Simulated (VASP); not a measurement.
# CaO in VASP: a series of runs, part 2 of 2

VASP 6.6.1. Earlier steps stand in the parts before.

## Step 3: Single point, PBE (epitaxial xy strain -2.5%)

The input, INCAR:

```
SYSTEM = CaO
  PREC = Accurate
  ENCUT = 520
  EDIFF = 1E-7
  ISMEAR = 0
  SIGMA = 0.01
  LREAL = .FALSE.
  LASPH = .TRUE.
  NELM = 80
  ALGO = Normal
  ISIF = 2
  LWAVE = .FALSE.
  LCHARG = .FALSE.
  GGA = PE
  NBANDS = 15
```

The input, KPOINTS:

```
regular mesh
0
G
  6 6 6
  0 0 0
```

The input, POSCAR:

```
CaO
1.0
    0.0000000000      2.5415634481      2.7051821115
    2.5415634481      0.0000000000      2.7051821115
    2.5415634481      2.5415634481      0.0000000000
Ca O
1 1
Direct
    0.0000000000      0.0000000000      0.0000000000
    0.2500000000      0.2500000000      0.2500000000
```

Potentials or basis: VASP PAW PBE potentials, release 64 (Ca_sv, O).

Command:

```
$ cat potpaw_PBE.64/Ca_sv/POTCAR potpaw_PBE.64/O/POTCAR > POTCAR
$ mpirun -np 1 vasp_std > vasp.out
```

It took 36 s on 1 thread of Intel Xeon 8259CL, shared host; peak memory 0.16 GiB.

The run converged. Its results:

- Free energy: -12.4261 eV
- Pressure: 2.8 GPa
- Band gap on the k mesh: 3.31 eV (least direct gap 3.98 eV)

Stress tensor (GPa, compression positive):
```
3.24 0.00 0.00
0.00 3.24 0.00
0.00 0.00 1.95
```

Levels at points of the mesh, in eV from the valence-band top:
```csv
k point,band 6,band 7,band 8,band 9,band 10,band 11
"(0.00, 0.00, 0.00)",-0.74,-0.68,-0.68,3.31,7.70,8.18
"(0.50, 0.00, 0.00)",-1.07,-0.51,-0.36,6.12,7.81,7.90
"(0.50, 0.50, 0.00)",-1.55,0.00,0.00,4.76,6.49,9.03
"(0.50, 0.00, 0.50)",-1.51,-0.12,-0.08,4.98,6.60,9.04
```

Caveat: the cell differs from its parent crystal (epitaxial xy strain -2.5%). A k mesh can miss the band edges.

## Step 4: Single point, PBE (epitaxial xy strain -1.0%)

The input, INCAR:

```
PREC = Accurate
ENCUT = 520
EDIFF = 1E-6
ISMEAR = 0
SIGMA = 0.01
LREAL = F
LASPH = T
NELM = 80
ALGO = Normal
ISIF = 2
LWAVE = F
LCHARG = T
GGA = PE
LELF = T
LVHAR = T
NBANDS = 15
```

The input, KPOINTS:

```
Automatic mesh
0
Gamma
  6 6 6
```

The input, POSCAR:

```
CaO
1.0
    0.0000000000      2.5806644242      2.6478721599
    2.5806644242      0.0000000000      2.6478721599
    2.5806644242      2.5806644242      0.0000000000
Ca O
1 1
Direct
    0.0000000000      0.0000000000      0.0000000000
    0.2500000000      0.2500000000      0.2500000000
```

Command:

```
$ cat potpaw_PBE.64/Ca_sv/POTCAR potpaw_PBE.64/O/POTCAR > POTCAR
$ mpirun -np 1 vasp_std > vasp.out
```

Run time: 32 s. Hardware: 1 thread of Intel Xeon 8259CL, shared host; peak memory 0.16 GiB.

Results (log left out):

| Property | Result |
| --- | --- |
| Free energy | -12.4358 eV |
| Pressure | 2.2 GPa |
| Band gap on the k mesh | 3.32 eV (least direct gap 3.96 eV) |

Stress tensor (GPa, compression positive):
```
2.34 0.00 0.00
0.00 2.34 0.00
0.00 0.00 1.91
```

Levels at points of the mesh, in eV from the valence-band top:
```
           k point  band 4  band 5  band 6  band 7  band 8  band 9  band 10  band 11  band 12  band 13
(0.00, 0.00, 0.00)  -18.09  -14.82   -0.67   -0.65   -0.65    3.32     7.87     8.06     9.46     9.68
(0.50, 0.00, 0.00)  -18.15  -14.16   -1.02   -0.42   -0.36    6.13     7.85     7.89     8.23     9.37
(0.50, 0.50, 0.00)  -18.23  -13.93   -1.47    0.00    0.00    4.86     6.58     9.02     9.33     9.33
(0.50, 0.00, 0.50)  -18.23  -13.97   -1.46   -0.05   -0.03    4.95     6.63     9.02     9.32     9.36
```

Caveat: the cell differs from its parent crystal (epitaxial xy strain -1.0%). A k mesh can miss the band edges.

## Step 5: Single point, PBE (uniaxial z strain +2.0%)

The input, INCAR:

```
ALGO = Normal
EDIFF = 1E-6
ENCUT = 520
GGA = PE
ISIF = 2
ISMEAR = 0
LASPH = True
LCHARG = False
LREAL = False
LWAVE = False
NBANDS = 15
NELM = 80
PREC = Accurate
SIGMA = 0.01
```

The input, KPOINTS:

```
k-points
0
Gamma
  6 6 6
```

The input, POSCAR:

```
CaO
1.0
    0.0000000000      2.6067317416      2.6588663764
    2.6067317416      0.0000000000      2.6588663764
    2.6067317416      2.6067317416      0.0000000000
Ca O
1 1
Direct
    0.0000000000      0.0000000000      0.0000000000
    0.2500000000      0.2500000000      0.2500000000
```

Command:

```
$ cat potpaw_PBE.64/Ca_sv/POTCAR potpaw_PBE.64/O/POTCAR > POTCAR
$ mpirun -np 1 vasp_std > vasp.out
```

Wall time 32 s (1 thread of Intel Xeon 8259CL, shared host); peak memory 0.16 GiB.

Results (log left out):

```yaml
Free_energy: -12.4433 eV
Pressure: 0.2 GPa
Band_gap_on_the_k_mesh: 3.24 eV (least direct gap 3.84 eV)
```

Stress tensor (GPa, compression positive):
```
 0.36  0.00  0.00
 0.00  0.36  0.00
 0.00  0.00 -0.02
```

Levels at points of the mesh, in eV from the valence-band top:
```tsv
k point	band 5	band 6	band 7	band 8	band 9	band 10	band 11	band 12
(0.00, 0.00, 0.00)	-14.78	-0.62	-0.60	-0.60	3.24	7.80	7.94	9.34
(0.50, 0.00, 0.00)	-14.18	-1.00	-0.38	-0.34	6.06	7.75	7.79	8.09
(0.50, 0.50, 0.00)	-13.97	-1.41	0.00	0.00	4.84	6.52	8.89	9.19
(0.50, 0.00, 0.50)	-14.00	-1.40	-0.04	-0.02	4.90	6.56	8.89	9.18
```

Caveat: the cell differs from its parent crystal (uniaxial z strain +2.0%). A k mesh can miss the band edges.

## Step 6: Single point, PBE (strain along [111] -1.0%)

The input, INCAR:

```
  PREC = Accurate
  ENCUT = 520
  EDIFF = 1E-6
  ISMEAR = 0
  SIGMA = 0.01
  LREAL = F
  LASPH = T
  NELM = 100
  ALGO = Normal
  ISIF = 2
  LWAVE = F
  LCHARG = T
  GGA = PE
  LELF = T
  LVHAR = T
  NBANDS = 15
```

The input, KPOINTS:

```
regular mesh
0
Gamma
  6 6 6
```

The input, POSCAR:

```
CaO
1.0
   -0.0173782116      2.5893535300      2.5893535300
    2.5893535300     -0.0173782116      2.5893535300
    2.5893535300      2.5893535300     -0.0173782116
Ca O
1 1
Direct
   -0.0006219345     -0.0006219345     -0.0006219345
    0.2506219345      0.2506219345      0.2506219345
```

Potentials or basis: VASP PAW PBE potentials, release 64 (Ca_sv, O).

Command:

```
$ cat potpaw_PBE.64/Ca_sv/POTCAR potpaw_PBE.64/O/POTCAR > POTCAR
$ mpirun -np 1 vasp_std > vasp.out
```

OUTCAR:

```text
PREC = Accurate
   ENCUT = 520
   EDIFF = 1E-6
   ISMEAR = 0
   LREAL = F
   LASPH = T
   NELM = 100
   ISIF = 2
   GGA = PE

 ion  position               nearest neighbor table
   1  0.999  0.999  0.999-   2 2.25   2 2.25   2 2.25   2 2.25
   2  0.251  0.251  0.251-   1 2.25   1 2.25   1 2.25   1 2.25

  LATTYP: Found a trigonal (rhomboedric) cell.
 ALAT       =     3.6619401154
 COS(alpha) =     0.4932774813

  Lattice vectors:

 A1 = (  -0.0173782116,   2.5893535300,   2.5893535300)
 A2 = (   2.5893535300,  -0.0173782116,   2.5893535300)
[... 609 lines left out ...]
     11       9.1832      0.00000
     12       9.8412      0.00000
     13      10.4660      0.00000
     14      12.9794      0.00000
     15      13.9643      0.00000

 [... further k-points ...]
[... 5 lines left out ...]
  --------------------------------------------------------------------------------------
  -------------------------------------------------------------------------------------
  Total        0.5916379      0.5916379      0.5916379      0.0518757      0.0518757      0.0518757
  in kB       27.0279048     27.0279048     27.0279048      2.3698492      2.3698492      2.3698492
  external PRESSURE =      27.0279048 kB  Pullay stress =       0.0000000 kB

 VOLUME and BASIS-vectors are now :
 -----------------------------------------------------------------------------
  energy-cutoff  :      520.00
  volume of cell :       35.07
      direct lattice vectors                 reciprocal lattice vectors
    -0.017378212  2.589353530  2.589353530    -0.191165240  0.192456897  0.192456897
     2.589353530 -0.017378212  2.589353530     0.192456897 -0.191165240  0.192456897
     2.589353530  2.589353530 -0.017378212     0.192456897  0.192456897 -0.191165240

 POSITION                                       TOTAL-FORCE (eV/Angst)
 -----------------------------------------------------------------------------------
      5.15812      5.15812      5.15812        -0.001046     -0.001046     -0.001046
      1.29354      1.29354      1.29354         0.001046      0.001046      0.001046
 -----------------------------------------------------------------------------------
    total drift:                               -0.000014     -0.000014     -0.000014

  FREE ENERGIE OF THE ION-ELECTRON SYSTEM (eV)
  ---------------------------------------------------
  free  energy   TOTEN  =       -12.4328161037 eV

  energy  without entropy=      -12.4328161037  energy(sigma->0) =      -12.43281610
```

stdout:

```text
POSCAR found type information on POSCAR CaO
 POSCAR found :  2 types and       2 ions
 scaLAPACK will be used
 LDA part: xc-table for (Slater+PW92), standard interpolation
 POSCAR, INCAR and KPOINTS ok, starting setup
 FFT: planning ... GRIDC
 FFT: planning ... GRID_SOFT
 FFT: planning ... GRID
 WAVECAR not read
 entering main loop
```

It took 34 s on 1 thread of Intel Xeon 8259CL, shared host; peak memory 0.16 GiB.

Results:

```
Free energy            : -12.4328 eV
Pressure               : 2.7 GPa
Band gap on the k mesh : 3.36 eV (least direct gap 3.98 eV)
```

Stress tensor (GPa, compression positive):
```
2.70 0.24 0.24
0.24 2.70 0.24
0.24 0.24 2.70
```

Caveat: the cell differs from its parent crystal (strain along [111] -1.0%).

## Step 7: Summary

| cell | k mesh | smearing | gap on the mesh (eV) | pressure (GPa) |
| --- | --- | --- | --- | --- |
| a = 3.686 Å, angles 60.0°, 2 atoms | 8 × 8 × 8 | fermi-dirac 0.02 eV | 3.33 | 1.9 |
| a = 3.712, b = 3.712, c = 3.594 Å, angles 61.0, 61.0, 57.9°, 2 atoms | 6 × 6 × 6 | gaussian 0.01 eV | 3.31 | 2.8 |
| a = 3.697, b = 3.697, c = 3.650 Å, angles 60.4, 60.4, 59.1°, 2 atoms | 6 × 6 × 6 | gaussian 0.01 eV | 3.32 | 2.2 |
| a = 3.724, b = 3.724, c = 3.686 Å, angles 60.3, 60.3, 59.3°, 2 atoms | 6 × 6 × 6 | gaussian 0.01 eV | 3.24 | 0.2 |
| a = 3.662 Å, angles 60.4°, 2 atoms | 6 × 6 × 6 | gaussian 0.01 eV | 3.36 | 2.7 |

Alike in all rows: task single point; level PBE; potentials or basis VASP PAW PBE potentials, release 64 (Ca_sv, O); no spin polarisation; cutoff (eV) 520.

Total energies depend on the potentials used, so only differences within one code and one set of settings carry meaning.
